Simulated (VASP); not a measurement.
# HfN in VASP: a series of runs

HfN is run at these levels: PBE; tasks: single point.

Program: VASP 6.6.1. These are calculated values, not measurements. Logs are shortened: lines on timing, memory, paths and dates and some standing lists are left out, and cuts for length are marked.

**1. The cell of the first run**

The cell holds a wire or tube with vacuum around it, 18 atoms: a = 13.600 Å, b = 12.500 Å, c = 7.877 Å, α = 90.00°, β = 90.00°, γ = 90.00°.

**2. Single point, PBE**

Input file INCAR:

```
SYSTEM = HfN
PREC = Accurate
ENCUT = 520
EDIFF = 1E-6
ISMEAR = 0
SIGMA = 0.05
LREAL = Auto
LASPH = .True.
NELM = 80
ALGO = Normal
ISIF = 2
LWAVE = .False.
LCHARG = .True.
GGA = PE
LELF = .True.
LVHAR = .True.
NBANDS = 82
```

Input file KPOINTS:

```
Automatic mesh
0
Gamma
  1 1 7
  0 0 0
```

Input file POSCAR:

```
HfN
1.0
   13.6000000000      0.0000000000      0.0000000000
    0.0000000000     12.5000000000      0.0000000000
    0.0000000000      0.0000000000      7.8770049045
Hf N
9 9
Direct
    0.6023875659      0.5000000000      0.0000000000
    0.3293540569      0.5000000000      0.6666666667
    0.4658708114      0.5000000000      0.3333333333
    0.3976124341      0.3713690486      1.0000000000
    0.6706459431      0.3713690486      0.3333333333
    0.5341291886      0.6286309514      0.6666666667
    0.3976124341      0.6286309514      1.0000000000
    0.6706459431      0.6286309514      0.3333333333
    0.5341291886      0.3713690486      0.6666666667
    0.4658708114      0.5000000000      0.8333333333
    0.3293540569      0.5000000000      0.1666666667
    0.6023875659      0.5000000000      0.5000000000
    0.5341291886      0.3713690486      0.1666666667
    0.3976124341      0.6286309514      0.5000000000
    0.6706459431      0.6286309514      0.8333333333
    0.5341291886      0.6286309514      0.1666666667
    0.3976124341      0.3713690486      0.5000000000
    0.6706459431      0.3713690486      0.8333333333
```

Potentials or basis: VASP PAW PBE potentials, release 64 (Hf_pv, N).

On the command line:

```console
> cat potpaw_PBE.64/Hf_pv/POTCAR potpaw_PBE.64/N/POTCAR > POTCAR
> mpirun -np 1 vasp_std > vasp.out
```

OUTCAR:

```text
SYSTEM = HfN
   PREC = Accurate
   ENCUT = 520
   EDIFF = 1E-6
   ISMEAR = 0
   LREAL = Auto
   LASPH = .True.
   NELM = 80
   ISIF = 2
   GGA = PE

 ion  position               nearest neighbor table
   1  0.602  0.500  0.000-  15 2.27  18 2.27  16 2.27  13 2.27  10 2.27   8 3.22   5 3.22   9 3.22
                             6 3.22   3 3.22   7 3.22   4 3.22
   2  0.329  0.500  0.667-  14 2.27  17 2.27  10 2.27   9 3.22   6 3.22   4 3.22   7 3.22   3 3.22

   3  0.466  0.500  0.333-  13 2.27  16 2.27  11 2.27  14 2.27  17 2.27  12 2.27   5 3.22   8 3.22
                             7 3.22   4 3.22   1 3.22   6 3.22   9 3.22   2 3.22
   4  0.398  0.371  0.000-  11 2.27  10 2.27  13 2.27   7 3.22   2 3.22   3 3.22   9 3.22   1 3.22

   5  0.671  0.371  0.333-  12 2.27  13 2.27   8 3.22   3 3.22   1 3.22   9 3.22
   6  0.534  0.629  0.667-  10 2.27  15 2.27  12 2.27  14 2.27   9 3.22   2 3.22   1 3.22   7 3.22
                             3 3.22   8 3.22
   7  0.398  0.629  0.000-  11 2.27  10 2.27  16 2.27   4 3.22   2 3.22   3 3.22   6 3.22   1 3.22

   8  0.671  0.629  0.333-  12 2.27  16 2.27   5 3.22   3 3.22   1 3.22   6 3.22
   9  0.534  0.371  0.667-  10 2.27  18 2.27  12 2.27  17 2.27   6 3.22   2 3.22   1 3.22   4 3.22
                             3 3.22   5 3.22
  10  0.466  0.500  0.833-   6 2.27   9 2.27   2 2.27   7 2.27   4 2.27   1 2.27
  11  0.329  0.500  0.167-   4 2.27   7 2.27   3 2.27
  12  0.602  0.500  0.500-   5 2.27   8 2.27   6 2.27   9 2.27   3 2.27
  13  0.534  0.371  0.167-   3 2.27   5 2.27   1 2.27   4 2.27
  14  0.398  0.629  0.500-   2 2.27   3 2.27   6 2.27
  15  0.671  0.629  0.833-   1 2.27   6 2.27
  16  0.534  0.629  0.167-   3 2.27   8 2.27   1 2.27   7 2.27
  17  0.398  0.371  0.500-   2 2.27   3 2.27   9 2.27
  18  0.671  0.371  0.833-   1 2.27   9 2.27

  LATTYP: Found a simple orthorhombic cell.
 ALAT       =     7.8770049045
 B/A-ratio  =     1.5868975774
 C/A-ratio  =     1.7265445642

  Lattice vectors:

 A1 = (   0.0000000000,   0.0000000000,  -7.8770049045)
 A2 = (   0.0000000000,  12.5000000000,   0.0000000000)
 A3 = (  13.6000000000,   0.0000000000,   0.0000000000)

Analysis of symmetry for initial positions (statically):
=====================================================================
 Subroutine PRICEL returns:
 Original cell was already a primitive cell.

 Routine SETGRP: Setting up the symmetry group for a
 simple orthorhombic supercell.

 Subroutine GETGRP returns: Found  2 space group operations
 (whereof  2 operations were pure point group operations)
 out of a pool of  8 trial point group operations.

The static configuration has the point symmetry C_1h.

Analysis of symmetry for dynamics (positions and initial velocities):
=====================================================================
 Subroutine PRICEL returns:
 Original cell was already a primitive cell.

 Routine SETGRP: Setting up the symmetry group for a
 simple orthorhombic supercell.

 Subroutine GETGRP returns: Found  2 space group operations
 (whereof  2 operations were pure point group operations)
 out of a pool of  8 trial point group operations.

The dynamic configuration has the point symmetry C_1h.

 Subroutine INISYM returns: Found  2 space group operations
 (whereof  2 operations are pure point group operations),
 and found     1 'primitive' translations

----------------------------------------------------------------------------------------

                                     Primitive cell

  volume of cell :    1339.0908

  direct lattice vectors                    reciprocal lattice vectors
    13.600000000  0.000000000  0.000000000     0.073529412  0.000000000  0.000000000
     0.000000000 12.500000000  0.000000000     0.000000000  0.080000000  0.000000000
     0.000000000  0.000000000  7.877004904     0.000000000  0.000000000  0.126951806

  length of vectors
    13.600000000 12.500000000  7.877004904     0.073529412  0.080000000  0.126951806

  position of ions in fractional coordinates (direct lattice)
     0.602387566  0.500000000  0.000000000
     0.329354057  0.500000000  0.666666667
     0.465870811  0.500000000  0.333333333
     0.397612434  0.371369049  0.000000000
     0.670645943  0.371369049  0.333333333
     0.534129189  0.628630951  0.666666667
[... 10 lines left out ...]
     0.397612434  0.371369049  0.500000000
     0.670645943  0.371369049  0.833333333

  ion indices of the primitive-cell ions
   primitive index   ion index
                 1           1
                 2           2
                 3           3
                 4           4
                 5           5
                 6           6
[... 10 lines left out ...]
                17          17
                18          18

----------------------------------------------------------------------------------------

 KPOINTS: Automatic mesh

Automatic generation of k-mesh.
 Grid dimensions read from file:
 generate k-points for:    1    1    7

 Generating k-lattice:

  Cartesian coordinates                     Fractional coordinates (reciprocal lattice)
     0.073529412  0.000000000  0.000000000     1.000000000  0.000000000  0.000000000
     0.000000000  0.080000000  0.000000000     0.000000000  1.000000000  0.000000000
     0.000000000  0.000000000  0.018135972     0.000000000  0.000000000  0.142857143

  Length of vectors
     0.073529412  0.080000000  0.018135972

  Shift w.r.t. Gamma in fractional coordinates (k-lattice)
     0.000000000  0.000000000  0.000000000

 Subroutine IBZKPT returns following result:
 ===========================================

 Found      4 irreducible k-points:

 Following reciprocal coordinates:
            Coordinates               Weight
  0.000000  0.000000  0.000000      1.000000
  0.000000  0.000000  0.142857      2.000000
  0.000000  0.000000  0.285714      2.000000
  0.000000  0.000000  0.428571      2.000000
   k-points           NKPTS =      4   k-points in BZ     NKDIM =      4   number of bands    NBANDS=     82
   number of dos      NEDOS =    301   number of ions     NIONS =     18
   total plane-waves  NPLWV = 622080
   dimension x,y,z NGX =   108 NGY =   96 NGZ =   60
   dimension x,y,z NGXF=   216 NGYF=  192 NGZF=  120
   ions per type =               9   9
   NGX,Y,Z   is equivalent  to a cutoff of  13.20, 12.77, 12.66 a.u.
   NGXF,Y,Z  is equivalent  to a cutoff of  26.40, 25.54, 25.33 a.u.
 SYSTEM =  HfN
   PREC   = accura    normal or accurate (medium, high low for compatibility)
   ISTART =      0    job   : 0-new  1-cont  2-samecut
   ICHARG =      2    charge: 1-file 2-atom 10-const
   ISPIN  =      1    spin polarized calculation?
   LNONCOLLINEAR =      F non collinear calculations
   LSORBIT =      F    spin-orbit coupling
   LASPH  =      T    aspherical Exc in radial PAW
   ENCUT  =  520.0 eV  38.22 Ry    6.18 a.u.  25.29 23.24 14.65*2*pi/ulx,y,z
   NELM   =     80;   NELMIN=  2; NELMDL= -5     # of ELM steps
   EDIFF  = 0.1E-05   stopping-criterion for ELM
   LREAL  =      T    real-space projection
   EDIFFG = 0.1E-04   stopping-criterion for IOM
   NSW    =      0    number of steps for IOM
   IBRION =     -1    ionic relax: 0-MD 1-quasi-New 2-CG
   NFREE  =      0    steps in history (QN), initial steepest desc. (CG)
   ISIF   =      2    stress and relaxation
   ISYM   =      2    0-nonsym 1-usesym 2-fastsym
   POTIM  = 0.5000    time-step for ionic-motion
   TEBEG  =    0.0;   TEEND  =   0.0 temperature during run
   PSTRESS=    0.0 pullay stress
   NELECT =     135.0000    total number of electrons
   NUPDOWN=      -1.0000    fix difference up-down
   EMIN   =  10.00;   EMAX   =-10.00  energy-range for DOS
   EFERMI =   0.00;   METHOD = LEGACY
   ISMEAR =     0;   SIGMA  =   0.05  broadening in eV -4-tet -1-fermi 0-gaus
   EFERMI_NEDOS =   21; number of points for ismear=-14 and -15
   IALGO  =     38    algorithm
   IMIX   =      4    mixing-type and parameters
     AMIX     =   0.40;   BMIX     =  1.00
     AMIX_MAG =   1.60;   BMIX_MAG =  1.00
  volume/ion in A,a.u.               =      74.39       502.04
  Fermi-wavevector in a.u.,A,eV,Ry     =   0.761932  1.439842  7.898726  0.580540
  Thomas-Fermi vector in A             =   1.861281
   LORBIT       =      0    0 simple, 1 ext, 2 COOP (PROOUT), +10 PAW based schemes
   GGA     = PE    functional components
   LHFCALC =     F    Hartree Fock is set to
   AEXX    =    0.0000 exact exchange contribution
   IVDW    =     0    specifies the selected vdW correction
   LEPSILON=     F    determine dielectric tensor
   LRPA    =     F    only Hartree local field effects (RPA)
 non-spin polarized calculation
 Gauss-broadening in eV      SIGMA  =   0.05
  energy-cutoff  :      520.00
  volume of cell :     1339.09
 maximum number of plane-waves:     36121
 NGX is ok and might be reduce to   108
   NGX = 51   NGY = 47   NGZ = 29

 number of electron     134.9999982 magnetization

 Free energy of the ion-electron system (eV)
  ---------------------------------------------------
  ext. energy  EPLUGINS =         0.00000000
  ---------------------------------------------------
  free energy    TOTEN  =      -160.88436789 eV

  energy without entropy =     -160.84566246  energy(sigma->0) =     -160.86501518

 E-fermi :  -1.9538     XC(G=0):  -3.6501

 val. band max:       -1.9571470133   @ k =   0.0000   0.0000   0.0000
 cond. band min:      -1.9444556194   @ k =   0.0000   0.0000   0.4286
 fundamental gap:      0.0126913938
 Fermi energy:        -1.9537994945

 k-point     1 :       0.0000    0.0000    0.0000
  band No.  band energies     occupation
      1     -34.3899      2.00000
      2     -34.3101      2.00000
      3     -34.2838      2.00000
      4     -34.1597      2.00000
      5     -34.1433      2.00000
      6     -34.1242      2.00000
[... 71 lines left out ...]
     78      -0.6541      0.00000
     79      -0.6420      0.00000

 k-point     2 :       0.0000    0.0000    0.1429
  band No.  band energies     occupation
      1     -34.3899      2.00000
      2     -34.3102      2.00000
      3     -34.2839      2.00000
      4     -34.1598      2.00000
      5     -34.1430      2.00000
      6     -34.1245      2.00000
[... 71 lines left out ...]
     78      -0.6890      0.00000
     79      -0.6218      0.00000

 k-point     3 :       0.0000    0.0000    0.2857
  band No.  band energies     occupation
      1     -34.3898      2.00000
      2     -34.3103      2.00000
      3     -34.2839      2.00000
      4     -34.1598      2.00000
      5     -34.1422      2.00000
      6     -34.1253      2.00000
[... 71 lines left out ...]
     78      -0.7670      0.00000
     79      -0.5923      0.00000

 k-point     4 :       0.0000    0.0000    0.4286
  band No.  band energies     occupation
      1     -34.3897      2.00000
      2     -34.3105      2.00000
      3     -34.2840      2.00000
      4     -34.1599      2.00000
      5     -34.1415      2.00000
      6     -34.1259      2.00000
[... 71 lines left out ...]
     78      -0.8413      0.00000
     79      -0.5584      0.00000
 [bands above 79 left out]

------------------------ aborting loop because EDIFF is reached ----------------------------------------

  FORCE on cell =-STRESS in cart. coord.  units (eV):
  Direction    XX          YY          ZZ          XY          YZ          ZX
  --------------------------------------------------------------------------------------
  -------------------------------------------------------------------------------------
  Total      -46.9907604    -34.1484136    -34.9656520      0.0000000      0.0000000     -9.2401781
  in kB      -56.2228709    -40.8574331    -41.8352315      0.0000000      0.0000000    -11.0555636
  external PRESSURE =     -46.3051785 kB  Pullay stress =       0.0000000 kB

 VOLUME and BASIS-vectors are now :
 -----------------------------------------------------------------------------
  energy-cutoff  :      520.00
  volume of cell :     1339.09
      direct lattice vectors                 reciprocal lattice vectors
    13.600000000  0.000000000  0.000000000     0.073529412  0.000000000  0.000000000
     0.000000000 12.500000000  0.000000000     0.000000000  0.080000000  0.000000000
     0.000000000  0.000000000  7.877004904     0.000000000  0.000000000  0.126951806

 POSITION                                       TOTAL-FORCE (eV/Angst)
 -----------------------------------------------------------------------------------
      8.19247      6.25000      0.00000         2.386501      0.000000     -3.195704
      4.47922      6.25000      5.25134         3.715117      0.000000     -3.016243
      6.33584      6.25000      2.62567        -2.578648      0.000000      0.187454
      5.40753      4.64211      0.00000         1.026728      3.096027      2.785392
      9.12078      4.64211      2.62567        -3.412665      1.945111     -0.383657
      7.26416      7.85789      5.25134         1.987536     -0.865087     -0.142139
[... 10 lines left out ...]
      5.40753      4.64211      3.93850         0.587158      2.975111      2.666560
      9.12078      4.64211      6.56417        -3.670996      0.816004     -0.337326
 -----------------------------------------------------------------------------------
    total drift:                                0.002578      0.000000     -0.000820

  FREE ENERGIE OF THE ION-ELECTRON SYSTEM (eV)
  ---------------------------------------------------
  free  energy   TOTEN  =      -160.8843678910 eV

  energy  without entropy=     -160.8456624602  energy(sigma->0) =     -160.86501518
```

Wall time 14 min (1 thread of Intel Xeon 6975P-C (Granite Rapids), shared host); peak memory 1.2 GiB.

What came out:

```
Free energy            : -160.8844 eV
Largest force          : 4.785 eV/Å
Band gap on the k mesh : zero (an odd number of electrons rules out a gap without spin polarisation)
```

Forces on the atoms (eV/Å):
```
Hf   2.387  0.000 -3.196
Hf   3.715  0.000 -3.016
Hf  -2.579  0.000  0.187
Hf   1.027  3.096  2.785
Hf  -3.413  1.945 -0.384
Hf   1.988 -0.865 -0.142
Hf   1.027 -3.096  2.785
Hf  -3.413 -1.945 -0.384
Hf   1.988  0.865 -0.142
N   -0.575  0.000 -0.396
N    3.352  0.000 -3.078
N    0.059  0.000 -0.606
N    0.303  0.909  0.464
N    0.587 -2.975  2.667
N   -3.671 -0.816 -0.337
N    0.303 -0.909  0.464
N    0.587  2.975  2.667
N   -3.671  0.816 -0.337
```

Caveat: spin-orbit coupling is left out, which moves the levels of the heavy elements; an odd number of electrons without spin polarisation forces a metal; a magnetic or distorted state may lie lower.

**3. Single point, PBE**

This run uses another cell than the first one.

Input file INCAR:

```
PREC = Accurate
ENCUT = 520
EDIFF = 1E-7
ISMEAR = 0
SIGMA = 0.05
LREAL = Auto
LASPH = True
NELM = 60
ALGO = Normal
ISIF = 2
LWAVE = False
LCHARG = False
GGA = PE
NBANDS = 82
```

Input file KPOINTS:

```
regular mesh
0
Gamma
  1 1 7
```

Input file POSCAR:

```
HfN
1.0
   13.6000000000      0.0000000000      0.0000000000
    0.0000000000     12.5000000000      0.0000000000
    0.0000000000      0.0000000000      8.4003653750
Hf N
9 9
Direct
    0.6382859194      0.5000000000      0.0058264658
    0.3312028349      0.5000000000      0.6268603406
    0.4534872929      0.5000000000      0.3264683549
    0.4568858323      0.3854976186      0.9961114530
    0.6560966514      0.3769794514      0.3482454522
    0.5312974929      0.6211247224      0.6440747173
    0.4568858323      0.6145023814      0.9961114530
    0.6560966514      0.6230205486      0.3482454522
    0.5312974929      0.3788752776      0.6440747173
    0.4366054123      0.5000000000      0.7906452808
    0.3760898186      0.5000000000      0.1186574607
    0.5973449281      0.5000000000      0.5024365473
    0.5496822804      0.3805789214      0.1983197204
    0.3993864725      0.6121445414      0.5074194426
    0.5925307332      0.6274762364      0.8703819894
    0.5496822804      0.6194210786      0.1983197204
    0.3993864725      0.3878554586      0.5074194426
    0.5925307332      0.3725237636      0.8703819894
```

Potentials or basis: VASP PAW PBE potentials, release 64 (Hf_pv, N).

On the command line:

```console
> cat potpaw_PBE.64/Hf_pv/POTCAR potpaw_PBE.64/N/POTCAR > POTCAR
> mpirun -np 1 vasp_std > vasp.out
```

It took 14 min on 1 thread of Intel Xeon 6975P-C (Granite Rapids), shared host; peak memory 1.2 GiB.

It converged, with:

```yaml
Free_energy: -172.5718 eV
Largest_force: 0.214 eV/Å
Band_gap_on_the_k_mesh: zero (an odd number of electrons rules out a gap without spin polarisation)
```

Forces in eV/Å, atoms in the order of the input:
```
Hf  -0.196  0.000 -0.024
Hf   0.112  0.000 -0.026
Hf   0.049  0.000  0.001
Hf   0.117  0.179  0.010
Hf  -0.078  0.074  0.016
Hf  -0.045 -0.123 -0.005
Hf   0.117 -0.179  0.010
Hf  -0.078 -0.074  0.016
Hf  -0.045  0.123 -0.005
N    0.025  0.000  0.013
N    0.103  0.000 -0.020
N   -0.049  0.000 -0.024
N   -0.026  0.066 -0.013
N    0.072 -0.062  0.017
N   -0.062 -0.053  0.014
N   -0.026 -0.066 -0.013
N    0.072  0.062  0.017
N   -0.062  0.053  0.014
```

Levels at points of the mesh, in eV from the Fermi level:
| k point | band 64 | band 65 | band 66 | band 67 | band 68 | band 69 | band 70 | band 71 |
| --- | --- | --- | --- | --- | --- | --- | --- | --- |
| (0.00, 0.00, 0.00) | -1.86 | -1.27 | -0.65 | -0.50 | -0.03 | 0.15 | 0.33 | 0.47 |

Caveat: spin-orbit coupling is left out, which moves the levels of the heavy elements; an odd number of electrons without spin polarisation forces a metal; a magnetic or distorted state may lie lower.

The gap in the log of VASP goes by the Fermi energy; the results here count the filled bands.